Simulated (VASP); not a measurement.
Set up this calculation in VASP 6.6.1, as the native input.

| Item | Value |
| --- | --- |
| Task | relaxation of cell and atoms |
| Functional | BLYP |
| Potentials or basis | VASP PAW PBE potentials, release 64 (Y_sv) |
| Cutoff | 600 eV |
| k mesh | 10 × 10 × 6 |
| Occupations | fermi-dirac, width 0.1 eV |
| Spin | no spin polarisation |
| Dipole correction | no |
| Further INCAR settings | ALGO = Normal; EDIFF = 1e-06; IBRION = 2; EDIFFG = -0.01; NSW = 80; ISIF = 3 |

The structure of Y lies in POSCAR:

```
Y
1.0
    3.6473995420      0.0000000000      0.0000000000
   -1.8236997710      3.1587406611      0.0000000000
    0.0000000000      0.0000000000      5.7306000000
Y
2
Direct
    0.3333333333      0.6666666667      0.2500000000
    0.6666666667      0.3333333333      0.7500000000
```

One way to write it, as run:

INCAR

```
PREC     = Accurate       # precision mode
ENCUT    = 600            # plane-wave cutoff, eV
EDIFF    = 1E-6           # SCF threshold, eV
ISMEAR   = -1             # smearing method
SIGMA    = 0.1            # smearing width, eV
LREAL    = F              # projectors in reciprocal space
LASPH    = T              # aspherical terms in the spheres
NELM     = 100            # most SCF steps
ALGO     = Normal         # electronic algorithm
ISIF     = 3              # what is computed and relaxed
LWAVE    = F              # write WAVECAR
LCHARG   = F              # write CHGCAR
GGA      = B5             # functional
ALDAX    = 1.0          
AGGAX    = 1.0          
AGGAC    = 1.0          
ALDAC    = 0.0          
IBRION   = 2              # ionic algorithm
NSW      = 80             # ionic steps
EDIFFG   = -0.01          # ionic threshold
```

KPOINTS

```
Automatic mesh
0
Gamma
  10 10 6
```

Potentials or basis: VASP PAW PBE potentials, release 64 (Y_sv).

Launch:

```console
$ cat potpaw_PBE.64/Y_sv/POTCAR > POTCAR
$ mpirun -np 1 vasp_std > vasp.out
```

Results of the run:

```yaml
Relaxed_volume: 33.74 Å³/atom
Relaxed_cell: a = 3.684 Å, b = 3.684 Å, c = 5.740 Å, α = 90.00°, β = 90.00°, γ = 120.00°
Space_group_after_relaxing_to_0.1_Å: P6_3/mmc (No. 194)
Energy_gained_by_relaxing: 2.3 meV/atom
Ionic_steps: 6
Pressure_after_relaxing: 0.0 GPa
Band_gap_on_the_k_mesh: zero (bands 11 and 12 overlap by 1.42 eV)
```

Caveat: the PAW data sets were made with another functional, which shifts forces and pressure a little.

Wall time 3.7 min on 1 thread of AMD EPYC 9R45 96-Core Processor (Zen 5), on a shared host, peak memory 0.22 GiB.
